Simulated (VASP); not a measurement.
# CdS in VASP: notebook, part 2 of 2

VASP 6.6.1.

## 4. Single point, PBE (equal xx and yy strain of +2 %)

Contents of INCAR:

```
PREC = Accurate
ENCUT = 520
EDIFF = 1E-6
ISMEAR = -1
SIGMA = 0.01
LREAL = False
LASPH = True
NELM = 60
ALGO = Normal
ISIF = 2
LWAVE = False
LCHARG = True
GGA = PE
LELF = True
LVHAR = True
NBANDS = 26
```

Contents of KPOINTS:

```
regular mesh
0
Gamma
  7 7 4
```

Contents of POSCAR:

```
CdS
1.0
    4.2174951875      0.0000000000      0.0000000000
   -2.1087475937      3.6524579727      0.0000000000
    0.0000000000      0.0000000000      6.7490000000
Cd S
2 2
Direct
    0.3333333333      0.6666666667      0.0000000000
    0.6666666667      0.3333333333      0.5000000000
    0.3333333333      0.6666666667      0.3850000000
    0.6666666667      0.3333333333      0.8850000000
```

Potentials or basis: VASP PAW PBE potentials, release 64 (Cd, S).

Run with:

```console
$ cat potpaw_PBE.64/Cd/POTCAR potpaw_PBE.64/S/POTCAR > POTCAR
$ mpirun -np 1 vasp_std > vasp.out
```

OUTCAR:

```text
PREC = Accurate
   ENCUT = 520
   EDIFF = 1E-6
   ISMEAR = -1
   LREAL = False
   LASPH = True
   NELM = 60
   ISIF = 2
   GGA = PE

 ion  position               nearest neighbor table
   1  0.333  0.667  0.000-   4 2.56   4 2.56   4 2.56   3 2.60
   2  0.667  0.333  0.500-   3 2.56   3 2.56   3 2.56   4 2.60
   3  0.333  0.667  0.385-   2 2.56   2 2.56   2 2.56   1 2.60
   4  0.667  0.333  0.885-   1 2.56   1 2.56   1 2.56   2 2.60

  LATTYP: Found a hexagonal cell.
 ALAT       =     4.2174951875
 C/A-ratio  =     1.6002389333

  Lattice vectors:

 A1 = (   4.2174951875,   0.0000000000,   0.0000000000)
 A2 = (  -2.1087475937,   3.6524579727,   0.0000000000)
 A3 = (   0.0000000000,   0.0000000000,   6.7490000000)

Analysis of symmetry for initial positions (statically):
=====================================================================
 Subroutine PRICEL returns:
 Original cell was already a primitive cell.

 Routine SETGRP: Setting up the symmetry group for a
 hexagonal supercell.

 Subroutine GETGRP returns: Found 12 space group operations
 (whereof  6 operations were pure point group operations)
 out of a pool of 24 trial point group operations.

The static configuration has the point symmetry C_3v.
 The point group associated with its full space group is C_6v.

Analysis of symmetry for dynamics (positions and initial velocities):
=====================================================================
 Subroutine PRICEL returns:
 Original cell was already a primitive cell.

 Routine SETGRP: Setting up the symmetry group for a
 hexagonal supercell.

 Subroutine GETGRP returns: Found 12 space group operations
 (whereof  6 operations were pure point group operations)
 out of a pool of 24 trial point group operations.

[... 117 lines left out ...]
   EMIN   =  10.00;   EMAX   =-10.00  energy-range for DOS
   EFERMI =   0.00;   METHOD = LEGACY
   ISMEAR =    -1;   SIGMA  =   0.01  broadening in eV -4-tet -1-fermi 0-gaus
   EFERMI_NEDOS =   21; number of points for ismear=-14 and -15
   IALGO  =     38    algorithm
   IMIX   =      4    mixing-type and parameters
     AMIX     =   0.40;   BMIX     =  1.00
     AMIX_MAG =   1.60;   BMIX_MAG =  1.00
  volume/ion in A,a.u.               =      25.99       175.39
  Fermi-wavevector in a.u.,A,eV,Ry     =   1.149607  2.172441 17.981396  1.321595
  Thomas-Fermi vector in A             =   2.286275
   LORBIT       =      0    0 simple, 1 ext, 2 COOP (PROOUT), +10 PAW based schemes
   GGA     = PE    functional components
   LHFCALC =     F    Hartree Fock is set to
   AEXX    =    0.0000 exact exchange contribution
   IVDW    =     0    specifies the selected vdW correction
   LEPSILON=     F    determine dielectric tensor
   LRPA    =     F    only Hartree local field effects (RPA)
 non-spin polarized calculation
  energy-cutoff  :      520.00
  volume of cell :      103.96
 maximum number of plane-waves:      2832
 NGX is ok and might be reduce to    32
   NGX = 15   NGY = 15   NGZ = 25

 number of electron      36.0000002 magnetization

 Free energy of the ion-electron system (eV)
  ---------------------------------------------------
  ext. energy  EPLUGINS =         0.00000000
  ---------------------------------------------------
  free energy    TOTEN  =       -12.29159597 eV

  energy without entropy =      -12.29159597  energy(sigma->0) =      -12.29159597

 E-fermi :   1.1583     XC(G=0):  -8.9261

 val. band max:        0.9237570769   @ k =   0.0000   0.0000   0.0000
 cond. band min:       2.0525783797   @ k =   0.0000   0.0000   0.0000
 fundamental gap:      1.1288213027
 Fermi energy:         1.1582547855

 k-point     1 :       0.0000    0.0000    0.0000
  band No.  band energies     occupation
      1     -11.1724      2.00000
      2     -10.7790      2.00000
      3      -6.6349      2.00000
      4      -6.6349      2.00000
      5      -6.5954      2.00000
      6      -6.5677      2.00000
[... 685 lines left out ...]
     25       9.5355      0.00000
     26       9.5355      0.00000

------------------------ aborting loop because EDIFF is reached ----------------------------------------

  FORCE on cell =-STRESS in cart. coord.  units (eV):
  Direction    XX          YY          ZZ          XY          YZ          ZX
  --------------------------------------------------------------------------------------
  -------------------------------------------------------------------------------------
  Total        0.2699762      0.2699762      0.1899700      0.0000000      0.0000000      0.0000000
  in kB        4.1606080      4.1606080      2.9276319      0.0000000      0.0000000      0.0000000
  external PRESSURE =       3.7496159 kB  Pullay stress =       0.0000000 kB

 VOLUME and BASIS-vectors are now :
 -----------------------------------------------------------------------------
  energy-cutoff  :      520.00
  volume of cell :      103.96
      direct lattice vectors                 reciprocal lattice vectors
     4.217495187  0.000000000  0.000000000     0.237107562  0.136894115  0.000000000
    -2.108747594  3.652457973  0.000000000     0.000000000  0.273788229  0.000000000
     0.000000000  0.000000000  6.749000000     0.000000000  0.000000000  0.148170099

 POSITION                                       TOTAL-FORCE (eV/Angst)
 -----------------------------------------------------------------------------------
     -0.00000      2.43497      0.00000        -0.000000      0.000000      0.123368
      2.10875      1.21749      3.37450         0.000000     -0.000000      0.123368
     -0.00000      2.43497      2.59836        -0.000000      0.000000     -0.123368
      2.10875      1.21749      5.97286         0.000000     -0.000000     -0.123368
 -----------------------------------------------------------------------------------
    total drift:                               -0.000000     -0.000000     -0.000535

  FREE ENERGIE OF THE ION-ELECTRON SYSTEM (eV)
  ---------------------------------------------------
  free  energy   TOTEN  =       -12.2915959725 eV

  energy  without entropy=      -12.2915959725  energy(sigma->0) =      -12.29159597
```

Run time: 96 s. Hardware: 1 thread of Intel Xeon 8259CL, shared host; peak memory 0.24 GiB.

What came out:

- Free energy: -12.2916 eV
- Pressure: 0.4 GPa
- Largest force: 0.123 eV/Å
- Band gap on the k mesh: 1.13 eV

Forces in eV/Å, atoms in the order of the input:
```
Cd   0.000  0.000  0.123
Cd   0.000  0.000  0.123
S    0.000  0.000 -0.123
S    0.000  0.000 -0.123
```

Stress tensor (GPa, compression positive):
```
0.42 0.00 0.00
0.00 0.42 0.00
0.00 0.00 0.29
```

Caveat: the cell differs from its parent crystal (equal xx and yy strain of +2 %).

## 5. Single point, PBE (equal xy, yz and zx shear strains of +1 %)

Contents of INCAR:

```
  ALGO = Normal
  EDIFF = 1E-6
  ENCUT = 520
  GGA = PE
  ISIF = 2
  ISMEAR = -1
  LASPH = T
  LCHARG = F
  LREAL = F
  LWAVE = F
  NBANDS = 26
  NELM = 80
  PREC = Accurate
  SIGMA = 0.01
```

Contents of KPOINTS:

```
k-points
0
Gamma
  7 7 4
```

Contents of POSCAR:

```
CdS
1.0
    4.1347992034      0.0206739960      0.0206739960
   -2.0494953960      3.5705041517      0.0075672077
    0.0337450000      0.0337450000      6.7490000000
Cd S
2 2
Direct
    0.3333333333      0.6666666667      0.0000000000
    0.6666666667      0.3333333333      0.5000000000
    0.3333333333      0.6666666667      0.3850000000
    0.6666666667      0.3333333333      0.8850000000
```

Potentials or basis: VASP PAW PBE potentials, release 64 (Cd, S).

Run with:

```console
$ cat potpaw_PBE.64/Cd/POTCAR potpaw_PBE.64/S/POTCAR > POTCAR
$ mpirun -np 1 vasp_std > vasp.out
```

OUTCAR:

```text
EDIFF = 1E-6
   ENCUT = 520
   GGA = PE
   ISIF = 2
   ISMEAR = -1
   LASPH = T
   LREAL = F
   NELM = 80
   PREC = Accurate

 ion  position               nearest neighbor table
   1  0.333  0.667  0.000-   4 2.50   4 2.50   4 2.53   3 2.60
   2  0.667  0.333  0.500-   3 2.50   3 2.51   3 2.52   4 2.60
   3  0.333  0.667  0.385-   2 2.50   2 2.51   2 2.52   1 2.60
   4  0.667  0.333  0.885-   1 2.50   1 2.50   1 2.53   2 2.60

  LATTYP: Found a triclinic cell.
 ALAT       =     4.1528123029
 B/A-ratio  =     0.9913558883
 C/A-ratio  =     1.6252043749
 COS(alpha) =     0.0036852528
 COS(beta)  =     0.0136346634
 COS(gamma) =     0.5000188430

  Lattice vectors:

 A1 = (   2.0853038074,   3.5911781477,   0.0282412037)
 A2 = (  -2.0494953960,   3.5705041517,   0.0075672077)
 A3 = (   0.0337450000,   0.0337450000,   6.7490000000)

Analysis of symmetry for initial positions (statically):
=====================================================================
 Subroutine PRICEL returns:
 Original cell was already a primitive cell.

 Routine SETGRP: Setting up the symmetry group for a
 triclinic supercell.

 Subroutine GETGRP returns: Found  1 space group operations
 (whereof  1 operations were pure point group operations)
 out of a pool of  2 trial point group operations.

The static configuration has the point symmetry C_1 .

Analysis of symmetry for dynamics (positions and initial velocities):
=====================================================================
 Subroutine PRICEL returns:
 Original cell was already a primitive cell.

 Routine SETGRP: Setting up the symmetry group for a
 triclinic supercell.

 Subroutine GETGRP returns: Found  1 space group operations
 (whereof  1 operations were pure point group operations)
[... 119 lines left out ...]
   EMIN   =  10.00;   EMAX   =-10.00  energy-range for DOS
   EFERMI =   0.00;   METHOD = LEGACY
   ISMEAR =    -1;   SIGMA  =   0.01  broadening in eV -4-tet -1-fermi 0-gaus
   EFERMI_NEDOS =   21; number of points for ismear=-14 and -15
   IALGO  =     38    algorithm
   IMIX   =      4    mixing-type and parameters
     AMIX     =   0.40;   BMIX     =  1.00
     AMIX_MAG =   1.60;   BMIX_MAG =  1.00
  volume/ion in A,a.u.               =      24.98       168.57
  Fermi-wavevector in a.u.,A,eV,Ry     =   1.164913  2.201366 18.463411  1.357022
  Thomas-Fermi vector in A             =   2.301445
   LORBIT       =      0    0 simple, 1 ext, 2 COOP (PROOUT), +10 PAW based schemes
   GGA     = PE    functional components
   LHFCALC =     F    Hartree Fock is set to
   AEXX    =    0.0000 exact exchange contribution
   IVDW    =     0    specifies the selected vdW correction
   LEPSILON=     F    determine dielectric tensor
   LRPA    =     F    only Hartree local field effects (RPA)
 non-spin polarized calculation
  energy-cutoff  :      520.00
  volume of cell :       99.92
 maximum number of plane-waves:      2719
   NGX = 15   NGY = 15   NGZ = 25

 number of electron      35.9999993 magnetization

 Free energy of the ion-electron system (eV)
  ---------------------------------------------------
  ext. energy  EPLUGINS =         0.00000000
  ---------------------------------------------------
  free energy    TOTEN  =       -12.23839558 eV

  energy without entropy =      -12.23839558  energy(sigma->0) =      -12.23839558

 E-fermi :   1.5027     XC(G=0):  -9.1099

 val. band max:        1.2638037220   @ k =   0.0000   0.0000   0.0000
 cond. band min:       2.4772309073   @ k =   0.0000   0.0000   0.0000
 fundamental gap:      1.2134271853
 Fermi energy:         1.5027308087

 k-point     1 :       0.0000    0.0000    0.0000
  band No.  band energies     occupation
      1     -11.0836      2.00000
      2     -10.6727      2.00000
      3      -6.4564      2.00000
      4      -6.4512      2.00000
      5      -6.3892      2.00000
      6      -6.3838      2.00000
[... 685 lines left out ...]
     25       9.2465      0.00000
     26      10.3117      0.00000

 [... further k-points ...]

------------------------ aborting loop because EDIFF is reached ----------------------------------------

  FORCE on cell =-STRESS in cart. coord.  units (eV):
  Direction    XX          YY          ZZ          XY          YZ          ZX
  --------------------------------------------------------------------------------------
  -------------------------------------------------------------------------------------
  Total        2.2858256      2.2823250      0.8299102     -0.2710125     -0.1467393     -0.1466872
  in kB       36.6528056     36.5966753     13.3074618     -4.3456376     -2.3529389     -2.3521035
  external PRESSURE =      28.8523143 kB  Pullay stress =       0.0000000 kB

 VOLUME and BASIS-vectors are now :
 -----------------------------------------------------------------------------
  energy-cutoff  :      520.00
  volume of cell :       99.92
      direct lattice vectors                 reciprocal lattice vectors
     4.134799203  0.020673996  0.020673996     0.241167025  0.138435652 -0.001898013
    -2.049495396  3.570504152  0.007567208    -0.001389442  0.279277888 -0.001389442
     0.033745000  0.033745000  6.749000000    -0.000737201 -0.000737201  0.148177471

 POSITION                                       TOTAL-FORCE (eV/Angst)
 -----------------------------------------------------------------------------------
      0.01194      2.38723      0.01194        -0.108103     -0.041023      0.270555
      2.09024      1.22082      3.39081         0.024091     -0.042895      0.269051
      0.02493      2.40022      2.61030        -0.035729      0.042907     -0.268561
      2.10323      1.23382      5.98917         0.119741      0.041011     -0.271044
 -----------------------------------------------------------------------------------
    total drift:                               -0.000005     -0.000011     -0.000522

  FREE ENERGIE OF THE ION-ELECTRON SYSTEM (eV)
  ---------------------------------------------------
  free  energy   TOTEN  =       -12.2383955797 eV

  energy  without entropy=      -12.2383955797  energy(sigma->0) =      -12.23839558
```

stdout:

```text
POSCAR found type information on POSCAR CdS
 POSCAR found :  2 types and       4 ions
 scaLAPACK will be used
 LDA part: xc-table for (Slater+PW92), standard interpolation
 POSCAR, INCAR and KPOINTS ok, starting setup
 FFT: planning ... GRIDC
 FFT: planning ... GRID_SOFT
 FFT: planning ... GRID
 WAVECAR not read
 entering main loop
```

Run time: 3.1 min. Hardware: 1 thread of Intel Xeon 8259CL, shared host; peak memory 0.36 GiB.

What came out:

- Free energy: -12.2384 eV
- Pressure: 2.9 GPa
- Largest force: 0.299 eV/Å
- Band gap on the k mesh: 1.21 eV

Forces on the atoms (eV/Å):
```
Cd  -0.108 -0.041  0.271
Cd   0.024 -0.043  0.269
S   -0.036  0.043 -0.269
S    0.120  0.041 -0.271
```

Caveat: the cell differs from its parent crystal (equal xy, yz and zx shear strains of +1 %).

## 6. Overview

| cell | gap on the mesh (eV) | pressure (GPa) | largest force (eV/Å) |
| --- | --- | --- | --- |
| a = 4.011, b = 4.011, c = 6.749 Å, angles 90.0, 90.0, 120.0°, 4 atoms | 1.32 | 7.9 | 0.59 |
| a = 4.093, b = 4.093, c = 6.749 Å, angles 90.0, 90.0, 120.0°, 4 atoms | 1.26 | 4.4 | 0.36 |
| a = 4.217, b = 4.217, c = 6.749 Å, angles 90.0, 90.0, 120.0°, 4 atoms | 1.13 | 0.4 | 0.12 |
| a = 4.135, b = 4.117, c = 6.749 Å, angles 89.8, 89.4, 119.6°, 4 atoms | 1.21 | 2.9 | 0.30 |

Alike in all rows: task single point; level PBE; potentials or basis VASP PAW PBE potentials, release 64 (Cd, S); no spin polarisation; k mesh 7 × 7 × 4; cutoff (eV) 520; smearing fermi-dirac 0.01 eV.

Caveats: the stress differs along the axes, from 3 to 10 GPa (at least some runs); the cell stands under pressure (at least some runs).

Total energies depend on the potentials used, so only differences within one code and one set of settings carry meaning.
